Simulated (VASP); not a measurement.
# PbSe (Fm-3m) in VASP: further runs

Runs on PbSe. Level: PBEsol. Tasks: single point.

Everything below comes from runs of VASP 6.6.1. Logs are shortened: lines on timing, memory, paths and dates and some standing lists are left out, and cuts for length are marked.

## 1. The cell of the first run

Symmetry: Fm-3m, No. 225, cubic system. Conventional cell: a = 6.165 Å, b = 6.165 Å, c = 6.165 Å, α = 90.00°, β = 90.00°, γ = 90.00°. Within 4.1 Å of Pb (site symmetry m-3m) lie 6 Se at 3.08 Å. Se (site symmetry m-3m) has 6 Pb at 3.08 Å within 4.1 Å.

## 2. Single point, PBEsol (volume scaled by 1.02)

The input, INCAR:

```
  PREC = Accurate
  ENCUT = 500
  EDIFF = 1E-6
  ISMEAR = -1
  SIGMA = 0.01
  LREAL = F
  LASPH = T
  NELM = 120
  ALGO = Normal
  ISIF = 2
  LWAVE = F
  LCHARG = T
  GGA = PS
  LELF = T
  LVHAR = T
  NBANDS = 17
  GGA_COMPAT = F
```

The input, KPOINTS:

```
regular mesh
0
Gamma
  9 9 9
```

The input, POSCAR:

```
PbSe
1.0
    0.0000000000      3.0824297301      3.0824297301
    3.0824297301      0.0000000000      3.0824297301
    3.0824297301      3.0824297301      0.0000000000
Pb Se
1 1
Direct
    0.0000000000      0.0000000000      0.0000000000
    0.5000000000      0.5000000000      0.5000000000
```

Potentials or basis: VASP PAW PBE potentials, release 64 (Pb_d, Se).

Started as:

```sh
$ cat potpaw_PBE.64/Pb_d/POTCAR potpaw_PBE.64/Se/POTCAR > POTCAR
$ mpirun -np 1 vasp_std > vasp.out
```

OUTCAR:

```text
PREC = Accurate
   ENCUT = 500
   EDIFF = 1E-6
   ISMEAR = -1
   LREAL = F
   LASPH = T
   NELM = 120
   ISIF = 2
   GGA = PS

 ion  position               nearest neighbor table
   1  0.000  0.000  0.000-   2 3.08   2 3.08   2 3.08   2 3.08   2 3.08   2 3.08
   2  0.500  0.500  0.500-   1 3.08   1 3.08   1 3.08   1 3.08   1 3.08   1 3.08

  LATTYP: Found a face centered cubic cell.
 ALAT       =     6.1648594602

  Lattice vectors:

 A1 = (   0.0000000000,   3.0824297301,   3.0824297301)
 A2 = (   3.0824297301,   0.0000000000,   3.0824297301)
 A3 = (   3.0824297301,   3.0824297301,   0.0000000000)

Analysis of symmetry for initial positions (statically):
=====================================================================
 Subroutine PRICEL returns:
 Original cell was already a primitive cell.

 Routine SETGRP: Setting up the symmetry group for a
 face centered cubic supercell.

 Subroutine GETGRP returns: Found 48 space group operations
 (whereof 48 operations were pure point group operations)
 out of a pool of 48 trial point group operations.

The static configuration has the point symmetry O_h .

Analysis of symmetry for dynamics (positions and initial velocities):
=====================================================================
 Subroutine PRICEL returns:
 Original cell was already a primitive cell.

 Routine SETGRP: Setting up the symmetry group for a
 face centered cubic supercell.

 Subroutine GETGRP returns: Found 48 space group operations
 (whereof 48 operations were pure point group operations)
 out of a pool of 48 trial point group operations.

The dynamic configuration has the point symmetry O_h .

 Subroutine INISYM returns: Found 48 space group operations
 (whereof 48 operations are pure point group operations),
 and found     1 'primitive' translations

----------------------------------------------------------------------------------------

                                     Primitive cell

  volume of cell :      58.5746

  direct lattice vectors                    reciprocal lattice vectors
     0.000000000  3.082429730  3.082429730    -0.162209699  0.162209699  0.162209699
     3.082429730  0.000000000  3.082429730     0.162209699 -0.162209699  0.162209699
     3.082429730  3.082429730  0.000000000     0.162209699  0.162209699 -0.162209699

  length of vectors
     4.359213929  4.359213929  4.359213929     0.280955441  0.280955441  0.280955441

[... 78 lines left out ...]
   ENCUT  =  500.0 eV  36.75 Ry    6.06 a.u.   7.95  7.95  7.95*2*pi/ulx,y,z
   NELM   =    120;   NELMIN=  2; NELMDL= -5     # of ELM steps
   EDIFF  = 0.1E-05   stopping-criterion for ELM
   LREAL  =      F    real-space projection
   EDIFFG = 0.1E-04   stopping-criterion for IOM
   NSW    =      0    number of steps for IOM
   IBRION =     -1    ionic relax: 0-MD 1-quasi-New 2-CG
   NFREE  =      0    steps in history (QN), initial steepest desc. (CG)
   ISIF   =      2    stress and relaxation
   ISYM   =      2    0-nonsym 1-usesym 2-fastsym
   POTIM  = 0.5000    time-step for ionic-motion
   TEBEG  =    0.0;   TEEND  =   0.0 temperature during run
   PSTRESS=    0.0 pullay stress
   NELECT =      20.0000    total number of electrons
   NUPDOWN=      -1.0000    fix difference up-down
   EMIN   =  10.00;   EMAX   =-10.00  energy-range for DOS
   EFERMI =   0.00;   METHOD = LEGACY
   ISMEAR =    -1;   SIGMA  =   0.01  broadening in eV -4-tet -1-fermi 0-gaus
   EFERMI_NEDOS =   21; number of points for ismear=-14 and -15
   IALGO  =     38    algorithm
   IMIX   =      4    mixing-type and parameters
     AMIX     =   0.40;   BMIX     =  1.00
     AMIX_MAG =   1.60;   BMIX_MAG =  1.00
  volume/ion in A,a.u.               =      29.29       197.64
  Fermi-wavevector in a.u.,A,eV,Ry     =   1.144234  2.162289 17.813730  1.309272
  Thomas-Fermi vector in A             =   2.280927
   LORBIT       =      0    0 simple, 1 ext, 2 COOP (PROOUT), +10 PAW based schemes
   GGA     = PS    functional components
   LHFCALC =     F    Hartree Fock is set to
   AEXX    =    0.0000 exact exchange contribution
   IVDW    =     0    specifies the selected vdW correction
   LEPSILON=     F    determine dielectric tensor
   LRPA    =     F    only Hartree local field effects (RPA)
 non-spin polarized calculation
  energy-cutoff  :      500.00
  volume of cell :       58.57
 maximum number of plane-waves:      1499
   NGX = 15   NGY = 15   NGZ = 15

 number of electron      19.9999994 magnetization

 Free energy of the ion-electron system (eV)
  ---------------------------------------------------
  ext. energy  EPLUGINS =         0.00000000
  ---------------------------------------------------
  free energy    TOTEN  =        -8.90931993 eV

  energy without entropy =       -8.90931993  energy(sigma->0) =       -8.90931993

 E-fermi :   4.6724     XC(G=0):  -9.6222

 val. band max:        4.4548751250   @ k =   0.4444   0.0000   0.0000
 cond. band min:       5.1261076903   @ k =   0.4444   0.0000   0.0000
 fundamental gap:      0.6712325653
 Fermi energy:         4.6724095562

 k-point     1 :       0.0000    0.0000    0.0000
  band No.  band energies     occupation
      1     -12.0614      2.00000
      2     -12.0614      2.00000
      3     -12.0614      2.00000
      4     -12.0587      2.00000
      5     -12.0587      2.00000
      6      -8.7784      2.00000
[... 457 lines left out ...]
      4     -12.0207      2.00000
      5     -12.0207      2.00000
      6      -7.4613      2.00000
[... 9 lines left out ...]
     16      15.9120      0.00000
     17      17.1837      0.00000

 [... further k-points ...]

------------------------ aborting loop because EDIFF is reached ----------------------------------------

  FORCE on cell =-STRESS in cart. coord.  units (eV):
  Direction    XX          YY          ZZ          XY          YZ          ZX
  --------------------------------------------------------------------------------------
  -------------------------------------------------------------------------------------
  Total       -0.5686448     -0.5686448     -0.5686448      0.0000000      0.0000000     -0.0000000
  in kB      -15.5539996    -15.5539996    -15.5539996      0.0000000      0.0000000     -0.0000000
  external PRESSURE =     -15.5539996 kB  Pullay stress =       0.0000000 kB

 VOLUME and BASIS-vectors are now :
 -----------------------------------------------------------------------------
  energy-cutoff  :      500.00
  volume of cell :       58.57
      direct lattice vectors                 reciprocal lattice vectors
     0.000000000  3.082429730  3.082429730    -0.162209699  0.162209699  0.162209699
     3.082429730  0.000000000  3.082429730     0.162209699 -0.162209699  0.162209699
     3.082429730  3.082429730  0.000000000     0.162209699  0.162209699 -0.162209699

 POSITION                                       TOTAL-FORCE (eV/Angst)
 -----------------------------------------------------------------------------------
      0.00000      0.00000      0.00000         0.000000      0.000000     -0.000000
      3.08243      3.08243      3.08243        -0.000000     -0.000000      0.000000
 -----------------------------------------------------------------------------------
    total drift:                                0.000000     -0.000000     -0.000000

  FREE ENERGIE OF THE ION-ELECTRON SYSTEM (eV)
  ---------------------------------------------------
  free  energy   TOTEN  =        -8.9093199280 eV

  energy  without entropy=       -8.9093199280  energy(sigma->0) =       -8.90931993
```

OSZICAR:

```text
N       E                     dE             d eps       ncg     rms          rms(c)
DAV:   1     0.154319742489E+03    0.15432E+03   -0.92757E+03  1190   0.114E+03
DAV:   2     0.256921689724E+01   -0.15175E+03   -0.14677E+03  1241   0.297E+02
DAV:   3    -0.891340131839E+01   -0.11483E+02   -0.11415E+02  1508   0.875E+01
DAV:   4    -0.918015793031E+01   -0.26676E+00   -0.26656E+00  1512   0.152E+01
DAV:   5    -0.918846265404E+01   -0.83047E-02   -0.83041E-02  1641   0.263E+00    0.262E+00
DAV:   6    -0.891589216929E+01    0.27257E+00   -0.68161E-01  1821   0.583E+00    0.145E+00
DAV:   7    -0.890898312017E+01    0.69090E-02   -0.10236E-01  1493   0.158E+00    0.789E-01
DAV:   8    -0.890969224815E+01   -0.70913E-03   -0.10814E-02  1445   0.109E+00    0.147E-01
DAV:   9    -0.890929171022E+01    0.40054E-03   -0.24811E-03  1829   0.440E-01    0.484E-02
DAV:  10    -0.890931990888E+01   -0.28199E-04   -0.15811E-04  1412   0.712E-02    0.166E-02
DAV:  11    -0.890932002135E+01   -0.11246E-06   -0.24153E-05  1650   0.478E-02    0.478E-03
DAV:  12    -0.890931992804E+01    0.93305E-07   -0.12651E-06   979   0.132E-02
   1 F= -.89093199E+01 E0= -.89093199E+01  d E =-.178254E-11
```

stdout:

```text
POSCAR found type information on POSCAR PbSe
 POSCAR found :  2 types and       2 ions
 scaLAPACK will be used
 -----------------------------------------------------------------------------
|                                                                             |
|                                                                             |
|     You enforced a specific xc type in the INCAR file but a different       |
|     I HOPE YOU KNOW WHAT YOU ARE DOING!                                     |
|                                                                             |
 -----------------------------------------------------------------------------

 LDA part: xc-table for (Slater+PW92), standard interpolation
 POSCAR, INCAR and KPOINTS ok, starting setup
 FFT: planning ... GRIDC
 FFT: planning ... GRID_SOFT
 FFT: planning ... GRID
 WAVECAR not read
 entering main loop
```

Run time: 41 s. Hardware: 1 thread of Intel Xeon 8259CL, shared host; peak memory 0.19 GiB.

What came out:

* Free energy: -8.9093 eV
* Pressure: -1.6 GPa

Caveat: this odd mesh misses L, where the gap lies, so gap, dielectric constants and Born charges aren't listed; the PAW data sets were made with another functional, which shifts forces and pressure a little; spin-orbit coupling is left out, which moves the levels of the heavy elements.

## 3. Single point, PBEsol (volume scaled by 1.04)

The input, INCAR:

```
SYSTEM = PbSe
ALGO     = Normal         ! electronic algorithm
EDIFF    = 1E-6           ! SCF threshold, eV
ENCUT    = 500            ! plane-wave cutoff, eV
GGA      = PS             ! functional
GGA_COMPAT= .FALSE.      
ISIF     = 2              ! what is computed and relaxed
ISMEAR   = -1             ! smearing method
LASPH    = .TRUE.         ! aspherical terms in the spheres
LCHARG   = .TRUE.         ! write CHGCAR
LELF     = .TRUE.         ! ELF
LREAL    = .FALSE.        ! projectors in reciprocal space
LVHAR    = .TRUE.       
LWAVE    = .FALSE.        ! write WAVECAR
NBANDS   = 17             ! bands
NELM     = 120            ! most SCF steps
PREC     = Accurate       ! precision mode
SIGMA    = 0.01           ! smearing width, eV
```

The input, KPOINTS:

```
k-points
0
G
  9 9 9
  0 0 0
```

The input, POSCAR:

```
PbSe
1.0
    0.0000000000      3.1024460684      3.1024460684
    3.1024460684      0.0000000000      3.1024460684
    3.1024460684      3.1024460684      0.0000000000
Pb Se
1 1
Direct
    0.0000000000      0.0000000000      0.0000000000
    0.5000000000      0.5000000000      0.5000000000
```

Potentials or basis: VASP PAW PBE potentials, release 64 (Pb_d, Se).

Started as:

```sh
$ cat potpaw_PBE.64/Pb_d/POTCAR potpaw_PBE.64/Se/POTCAR > POTCAR
$ mpirun -np 1 vasp_std > vasp.out
```

Run time: 15 s. Hardware: 1 thread of Intel Xeon 6975P-C (Granite Rapids), shared host; peak memory 0.19 GiB.

The run converged. Its results:

```
Free energy : -8.8954 eV
Pressure    : -2.4 GPa
```

Levels at points of the mesh, in eV from the Fermi level:
```
           k point  band 7  band 8  band 9  band 10  band 11  band 12  band 13  band 14
(0.00, 0.00, 0.00)   -6.42   -1.71   -1.71    -1.71     4.56     4.56     4.56     6.51
```

Caveat: this odd mesh misses L, where the gap lies, so gap, dielectric constants and Born charges aren't listed; the PAW data sets were made with another functional, which shifts forces and pressure a little; spin-orbit coupling is left out, which moves the levels of the heavy elements.

## 4. Single point, PBEsol (volume scaled by 1.04)

The input, INCAR:

```
ALGO = Normal
EDIFF = 1E-6
ENCUT = 500
GGA = PS
GGA_COMPAT = False
ISIF = 2
ISMEAR = -1
LASPH = True
LCHARG = True
LELF = True
LREAL = False
LVHAR = True
LWAVE = False
NBANDS = 17
NELM = 120
PREC = Accurate
SIGMA = 0.01
```

The input, KPOINTS:

```
k-points
0
Gamma
  9 9 9
```

POSCAR is that of step 3.

Started as:

```sh
$ cat potpaw_PBE.64/Pb_d/POTCAR potpaw_PBE.64/Se/POTCAR > POTCAR
$ mpirun -np 1 vasp_std > vasp.out
```

It took 12 s on 1 thread of Intel Xeon 6975P-C (Granite Rapids), shared host; peak memory 0.18 GiB.

It converged, with:

- Free energy: -8.8954 eV
- Pressure: -2.4 GPa

Levels at points of the mesh, in eV from the Fermi level:
| k point | band 6 | band 7 | band 8 | band 9 | band 10 | band 11 | band 12 | band 13 | band 14 | band 15 |
| --- | --- | --- | --- | --- | --- | --- | --- | --- | --- | --- |
| (0.00, 0.00, 0.00) | -13.30 | -6.42 | -1.71 | -1.71 | -1.71 | 4.56 | 4.56 | 4.56 | 6.51 | 6.51 |

Caveat: this odd mesh misses L, where the gap lies, so gap, dielectric constants and Born charges aren't listed; the PAW data sets were made with another functional, which shifts forces and pressure a little; spin-orbit coupling is left out, which moves the levels of the heavy elements.
